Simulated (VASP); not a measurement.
# B3N2 (P-6m2) in VASP: relaxation of cell and atoms with PBE

Aim: the relaxation of cell and atoms of B3N2 with PBE.

Everything below comes from runs of VASP 6.6.1. Logs are shortened: lines on timing, memory, paths and dates and some standing lists are left out, and cuts for length are marked.

## (1) The cell of the first run

It takes space group P-6m2 (No. 187, hexagonal). Conventional cell: a = 3.975 Å, b = 3.975 Å, c = 2.988 Å, α = 90.00°, β = 90.00°, γ = 120.00°. Within 2.0 Å of B (site symmetry 3m) lie 2 B at 1.49 to 1.50 Å. B (site symmetry -6m2) has 2 N at 1.49 Å within 2.0 Å. Within 2.0 Å of N (site symmetry -6m2) lie 2 B at 1.49 Å. Within 3.0 Å of N (site symmetry -6m2) lie 9 B at 2.30 to 2.41 Å and 8 N at 2.74 to 2.99 Å.

The cell was built from a structure type or drawn by symmetry, and may not be a known phase.

## (2) Relaxation of cell and atoms, PBE, collinear spin

INCAR

```
PREC = Accurate
ENCUT = 600
EDIFF = 1E-6
ISMEAR = 0
SIGMA = 0.1
LREAL = False
LASPH = True
NELM = 150
ALGO = Fast
ISIF = 3
LWAVE = False
LCHARG = False
ISPIN = 2
MAGMOM = 0 0 0 0 0.93
LORBIT = 11
GGA = PE
IBRION = 2
NSW = 100
EDIFFG = -0.01
```

KPOINTS

```
Automatic mesh
0
Gamma
  12 12 12
```

POSCAR

```
B3N2
1.0
    3.9750921014      0.0000000000      0.0000000000
   -1.9875460507      3.4425307422      0.0000000000
    0.0000000000      0.0000000000      2.9881914026
B N
3 2
Direct
    0.0000000000      0.0000000000      0.7503622210
    0.0000000000      0.0000000000      0.2496377790
    0.6666666667      0.3333333333      0.0000000000
    0.6666666667      0.3333333333      0.5000000000
    0.3333333333      0.6666666667      0.0000000000
```

Potentials or basis: VASP PAW PBE potentials, release 64 (B, N).

The run is started by

```
> cat potpaw_PBE.64/B/POTCAR potpaw_PBE.64/N/POTCAR > POTCAR
> mpirun -np 1 vasp_std > vasp.out
```

OUTCAR:

```text
PREC = Accurate
   ENCUT = 600
   EDIFF = 1E-6
   ISMEAR = 0
   LREAL = False
   LASPH = True
   NELM = 150
   ISIF = 3
   ISPIN = 2
   LORBIT = 11
   GGA = PE
   IBRION = 2
   NSW = 100
   EDIFFG = -0.01

 ion  position               nearest neighbor table
   1  0.000  0.000  0.750-   2 1.49   2 1.50
   2  0.000  0.000  0.250-   1 1.49   1 1.50
   3  0.667  0.333  0.000-   4 1.49   4 1.49
   4  0.667  0.333  0.500-   3 1.49   3 1.49
   5  0.333  0.667  0.000-

  LATTYP: Found a hexagonal cell.
 ALAT       =     3.9750921014
 C/A-ratio  =     0.7517288471

  Lattice vectors:

 A1 = (   3.9750921014,   0.0000000000,   0.0000000000)
 A2 = (  -1.9875460507,   3.4425307422,   0.0000000000)
 A3 = (   0.0000000000,   0.0000000000,   2.9881914026)

Analysis of symmetry for initial positions (statically):
=====================================================================
 Subroutine PRICEL returns:
 Original cell was already a primitive cell.

 Routine SETGRP: Setting up the symmetry group for a
 hexagonal supercell.

 Subroutine GETGRP returns: Found 12 space group operations
 (whereof 12 operations were pure point group operations)
 out of a pool of 24 trial point group operations.

The static configuration has the point symmetry D_3h.

Analysis of symmetry for dynamics (positions and initial velocities):
=====================================================================
 Subroutine PRICEL returns:
 Original cell was already a primitive cell.

 Routine SETGRP: Setting up the symmetry group for a
 hexagonal supercell.

 Subroutine GETGRP returns: Found 12 space group operations
 (whereof 12 operations were pure point group operations)
 out of a pool of 24 trial point group operations.

The dynamic configuration has the point symmetry D_3h.

Analysis of structural, dynamic, and magnetic symmetry:
=====================================================================
 Subroutine PRICEL returns:
 Original cell was already a primitive cell.

 Routine SETGRP: Setting up the symmetry group for a
 hexagonal supercell.

 Subroutine GETGRP returns: Found 12 space group operations
 (whereof 12 operations were pure point group operations)
 out of a pool of 24 trial point group operations.

The overall configuration has the point symmetry D_3h.

 Subroutine INISYM returns: Found 12 space group operations
 (whereof 12 operations are pure point group operations),
 and found     1 'primitive' translations

----------------------------------------------------------------------------------------

                                     Primitive cell

  volume of cell :      40.8915

  direct lattice vectors                    reciprocal lattice vectors
     3.975092101  0.000000000  0.000000000     0.251566498  0.145241985  0.000000000
    -1.987546051  3.442530742  0.000000000     0.000000000  0.290483971  0.000000000
     0.000000000  0.000000000  2.988191403     0.000000000  0.000000000  0.334650585

  length of vectors
     3.975092101  3.975092101  2.988191403     0.290483971  0.290483971  0.334650585

  position of ions in fractional coordinates (direct lattice)
     0.000000000  0.000000000  0.750362221
     0.000000000  0.000000000  0.249637779
     0.666666667  0.333333333  0.000000000
     0.666666667  0.333333333  0.500000000
     0.333333333  0.666666667  0.000000000

  ion indices of the primitive-cell ions
   primitive index   ion index
                 1           1
                 2           2
                 3           3
                 4           4
                 5           5

----------------------------------------------------------------------------------------

 KPOINTS: Automatic mesh

Automatic generation of k-mesh.
 Grid dimensions read from file:
 generate k-points for:   12   12   12

 Generating k-lattice:

  Cartesian coordinates                     Fractional coordinates (reciprocal lattice)
     0.020963875  0.012103499  0.000000000     0.083333333  0.000000000  0.000000000
     0.000000000  0.024206998  0.000000000     0.000000000  0.083333333  0.000000000
     0.000000000  0.000000000  0.027887549     0.000000000  0.000000000  0.083333333

  Length of vectors
     0.024206998  0.024206998  0.027887549

  Shift w.r.t. Gamma in fractional coordinates (k-lattice)
     0.000000000  0.000000000  0.000000000

 Subroutine IBZKPT returns following result:
 ===========================================

 Found    133 irreducible k-points:

 Following reciprocal coordinates:
            Coordinates               Weight
  0.000000  0.000000  0.000000      1.000000
  0.083333 -0.000000  0.000000      6.000000
  0.166667 -0.000000  0.000000      6.000000
  0.250000 -0.000000  0.000000      6.000000
  0.333333 -0.000000  0.000000      6.000000
  0.416667 -0.000000  0.000000      6.000000
[... 16 lines left out ...]
  0.250000 -0.000000  0.083333     12.000000
  0.333333 -0.000000  0.083333     12.000000
 [... further k-points ...]
   k-points           NKPTS =    133   k-points in BZ     NKDIM =    133   number of bands    NBANDS=     13
   number of dos      NEDOS =    301   number of ions     NIONS =      5
   total plane-waves  NPLWV =  24576
   dimension x,y,z NGX =    32 NGY =   32 NGZ =   24
   dimension x,y,z NGXF=    64 NGYF=   64 NGZF=   48
   ions per type =               3   2
   NGX,Y,Z   is equivalent  to a cutoff of  13.38, 13.38, 13.35 a.u.
   NGXF,Y,Z  is equivalent  to a cutoff of  26.77, 26.77, 26.70 a.u.
 SYSTEM =  unknown system
   PREC   = accura    normal or accurate (medium, high low for compatibility)
   ISTART =      0    job   : 0-new  1-cont  2-samecut
   ICHARG =      2    charge: 1-file 2-atom 10-const
   ISPIN  =      2    spin polarized calculation?
   LNONCOLLINEAR =      F non collinear calculations
   LSORBIT =      F    spin-orbit coupling
   LASPH  =      T    aspherical Exc in radial PAW
   ENCUT  =  600.0 eV  44.10 Ry    6.64 a.u.   7.94  7.94  5.97*2*pi/ulx,y,z
   NELM   =    150;   NELMIN=  2; NELMDL= -5     # of ELM steps
   EDIFF  = 0.1E-05   stopping-criterion for ELM
   LREAL  =      F    real-space projection
   EDIFFG = -.1E-01   stopping-criterion for IOM
   NSW    =    100    number of steps for IOM
   IBRION =      2    ionic relax: 0-MD 1-quasi-New 2-CG
   NFREE  =      1    steps in history (QN), initial steepest desc. (CG)
   ISIF   =      3    stress and relaxation
   ISYM   =      2    0-nonsym 1-usesym 2-fastsym
   POTIM  = 0.5000    time-step for ionic-motion
   TEBEG  =    0.0;   TEEND  =   0.0 temperature during run
   PSTRESS=    0.0 pullay stress
   NELECT =      19.0000    total number of electrons
   NUPDOWN=      -1.0000    fix difference up-down
   EMIN   =  10.00;   EMAX   =-10.00  energy-range for DOS
   EFERMI =   0.00;   METHOD = LEGACY
   ISMEAR =     0;   SIGMA  =   0.10  broadening in eV -4-tet -1-fermi 0-gaus
   EFERMI_NEDOS =   21; number of points for ismear=-14 and -15
   IALGO  =     68    algorithm
   IMIX   =      4    mixing-type and parameters
     AMIX     =   0.40;   BMIX     =  1.00
     AMIX_MAG =   1.60;   BMIX_MAG =  1.00
  volume/ion in A,a.u.               =       8.18        55.19
  Fermi-wavevector in a.u.,A,eV,Ry     =   1.267987  2.396148 21.875334  1.607792
  Thomas-Fermi vector in A             =   2.401106
   LORBIT       =     11    0 simple, 1 ext, 2 COOP (PROOUT), +10 PAW based schemes
   GGA     = PE    functional components
   LHFCALC =     F    Hartree Fock is set to
   AEXX    =    0.0000 exact exchange contribution
   IVDW    =     0    specifies the selected vdW correction
   LEPSILON=     F    determine dielectric tensor
   LRPA    =     F    only Hartree local field effects (RPA)
 conjugate gradient relaxation of ions
 spin polarized calculation
 RMM-DIIS sequential band-by-band and
 Gauss-broadening in eV      SIGMA  =   0.10
  energy-cutoff  :      600.00
  volume of cell :       40.89
 maximum number of plane-waves:      1383
 NGX is ok and might be reduce to    32
   NGX = 15   NGY = 15   NGZ = 11

--------------------------------------- Ionic step        1  -------------------------------------------

 number of electron      19.0000000 magnetization       0.9585974

 Free energy of the ion-electron system (eV)
  ---------------------------------------------------
  ext. energy  EPLUGINS =         0.00000000
  ---------------------------------------------------
  free energy    TOTEN  =       -28.54943437 eV

  energy without entropy =      -28.54448718  energy(sigma->0) =      -28.54696078

------------------------ aborting loop because EDIFF is reached ----------------------------------------

  FORCE on cell =-STRESS in cart. coord.  units (eV):
  Direction    XX          YY          ZZ          XY          YZ          ZX
  --------------------------------------------------------------------------------------
  -------------------------------------------------------------------------------------
  Total        0.2792027      0.2792027      0.4338081      0.0000000     -0.0000000      0.0000000
  in kB       10.9394813     10.9394813     16.9970987      0.0000000     -0.0000000      0.0000000
  external PRESSURE =      12.9586871 kB  Pullay stress =       0.0000000 kB
[... 297 lines left out ...]
  energy  without entropy=      -28.5457248599  energy(sigma->0) =      -28.54823655

--------------------------------------- Ionic step        9  -------------------------------------------

 number of electron      19.0000000 magnetization       0.9713155

 Free energy of the ion-electron system (eV)
  ---------------------------------------------------
  ext. energy  EPLUGINS =         0.00000000
  ---------------------------------------------------
  free energy    TOTEN  =       -28.55168210 eV

  energy without entropy =      -28.54670520  energy(sigma->0) =      -28.54919365

 E-fermi :   4.7452     XC(G=0): -11.3502

 val. band max:        4.7354239876   @ k =   0.4167   0.0833   0.1667
 cond. band min:       4.7568931195   @ k =   0.2500   0.2500   0.2500
 fundamental gap:      0.0214691319
 Fermi energy:         4.7452247267

 spin component 1

 k-point     1 :       0.0000    0.0000    0.0000
  band No.  band energies     occupation
      1     -13.1093      1.00000
      2      -8.2831      1.00000
      3      -3.3198      1.00000
      4      -2.9263      1.00000
      5      -1.1570      1.00000
      6      -1.1570      1.00000
      7       0.4374      1.00000
      8       0.7835      1.00000
      9       0.7835      1.00000
     10       4.0781      1.00000
     11       7.1515      0.00000
     12       7.1515      0.00000
     13       8.7170      0.00000
[... 353 lines left out ...]
 k-point    24 :       0.3333   -0.0000    0.0833
  band No.  band energies     occupation
      1     -12.4488      1.00000
      2      -9.0765      1.00000
      3      -5.0751      1.00000
      4      -3.4036      1.00000
      5      -2.3876      1.00000
      6      -0.1732      1.00000
      7       0.9595      1.00000
      8       3.2838      1.00000
      9       3.7239      1.00000
     10       4.1884      1.00000
     11       5.3644      0.00000
     12       6.8409      0.00000
     13       9.2570      0.00000

 [... further k-points ...]

 spin component 2

 k-point     1 :       0.0000    0.0000    0.0000
  band No.  band energies     occupation
      1     -12.8649      1.00000
      2      -7.2698      1.00000
      3      -3.2428      1.00000
      4      -2.6699      1.00000
      5      -1.0871      1.00000
      6      -1.0871      1.00000
      7       0.4765      1.00000
      8       1.2152      1.00000
      9       1.2152      1.00000
     10       6.1530      0.00000
     11       7.5811      0.00000
     12       7.5811      0.00000
     13       8.7502      0.00000
[... 353 lines left out ...]
 k-point    24 :       0.3333   -0.0000    0.0833
  band No.  band energies     occupation
      1     -12.2509      1.00000
      2      -8.0941      1.00000
      3      -4.8457      1.00000
      4      -3.3273      1.00000
      5      -2.2459      1.00000
      6      -0.0406      1.00000
      7       1.1154      1.00000
      8       3.7853      1.00000
      9       4.5077      0.99961
     10       5.5048      0.00000
     11       6.0485      0.00000
     12       7.1419      0.00000
     13       9.3977      0.00000

 [... further k-points ...]

------------------------ aborting loop because EDIFF is reached ----------------------------------------

  FORCE on cell =-STRESS in cart. coord.  units (eV):
  Direction    XX          YY          ZZ          XY          YZ          ZX
  --------------------------------------------------------------------------------------
  -------------------------------------------------------------------------------------
  Total        0.0097466      0.0097466      0.0421914      0.0000000     -0.0000000      0.0000000
  in kB        0.3771805      0.3771805      1.6327434      0.0000000     -0.0000000      0.0000000
  external PRESSURE =       0.7957015 kB  Pullay stress =       0.0000000 kB
[... 20 lines left out ...]
  FREE ENERGIE OF THE ION-ELECTRON SYSTEM (eV)
  ---------------------------------------------------
  free  energy   TOTEN  =       -28.5516821025 eV

  energy  without entropy=      -28.5467052048  energy(sigma->0) =      -28.54919365

 reached required accuracy - stopping structural energy minimisation

 total charge

# of ion       s       p       d       tot
------------------------------------------
    1        0.862   1.149   0.000   2.011
    2        0.862   1.149   0.000   2.011
    3        0.615   1.069   0.000   1.684
    4        1.250   2.472   0.000   3.722
    5        1.357   2.028   0.000   3.385
--------------------------------------------------
tot          4.945   7.868   0.000  12.813

 magnetization (x)

# of ion       s       p       d       tot
------------------------------------------
    1        0.006  -0.021   0.000  -0.014
    2        0.006  -0.021   0.000  -0.014
    3       -0.004  -0.019   0.000  -0.023
    4        0.002   0.108   0.000   0.110
    5        0.014   0.665   0.000   0.679
--------------------------------------------------
tot          0.025   0.712   0.000   0.737
```

Run time: 7.9 min. Hardware: 1 thread of Oxide Virtual Turin-like, shared host; peak memory 0.24 GiB.

Results:

| Quantity | Value |
| --- | --- |
| Free energy | -28.5517 eV |
| Relaxed volume | 8.28 Å³/atom |
| Relaxed cell | a = 3.999 Å, b = 3.999 Å, c = 2.989 Å, α = 90.00°, β = 90.00°, γ = 120.00° |
| Space group after relaxing (to 0.1 Å) | P-6m2 (No. 187) |
| Energy gained by relaxing | 0.4 meV/atom |
| Ionic steps | 9 |
| Pressure after relaxing | 0.1 GPa |
| Largest force after relaxing | 0.004 eV/Å |
| Band gap on the k mesh | zero (filled and empty bands overlap) |
| Net moment | 0.97 μB per cell |
| Site moments | B -0.01, -0.02 (each value once); N +0.11, +0.68 μB |
| Valence electrons inside the program's atomic spheres | B 2.01, 1.68 (each value once); N 3.72, 3.38 |

Forces on the atoms (eV/Å):
```
B    0.000  0.000 -0.004
B    0.000  0.000  0.004
B    0.000  0.000  0.000
N    0.000  0.000  0.000
N    0.000  0.000  0.000
```

The path:
| step | energy change (eV) | largest force (eV/Å) | pressure (GPa) | volume (Å³) |
| --- | --- | --- | --- | --- |
| 1 | 0.0000 | 0.2495 | 1.30 | 40.89 |
| 2 | 0.0158 | 1.5793 | -0.59 | 41.28 |
| 3 | -0.0008 | 0.0966 | 0.92 | 40.96 |
| 4 | -0.0012 | 0.0781 | -0.62 | 41.29 |
| 5 | -0.0015 | 0.0065 | 0.03 | 41.16 |
| 6 | -0.0020 | 0.0338 | 0.06 | 41.26 |
| 7 | -0.0022 | 0.0648 | 0.10 | 41.39 |
| 8 | -0.0013 | 0.3753 | -0.02 | 41.48 |
| 9 | -0.0022 | 0.0037 | 0.08 | 41.40 |

Final structure:
```
B N
1.0
     3.99937    0.00000    0.00000
    -1.99968    3.46355    0.00000
     0.00000    0.00000    2.98884
B N
3 2
Direct
  0.00000 0.00000 0.75099
  0.00000 0.00000 0.24901
  0.66667 0.33333 0.00000
  0.66667 0.33333 0.50000
  0.33333 0.66667 0.00000
```
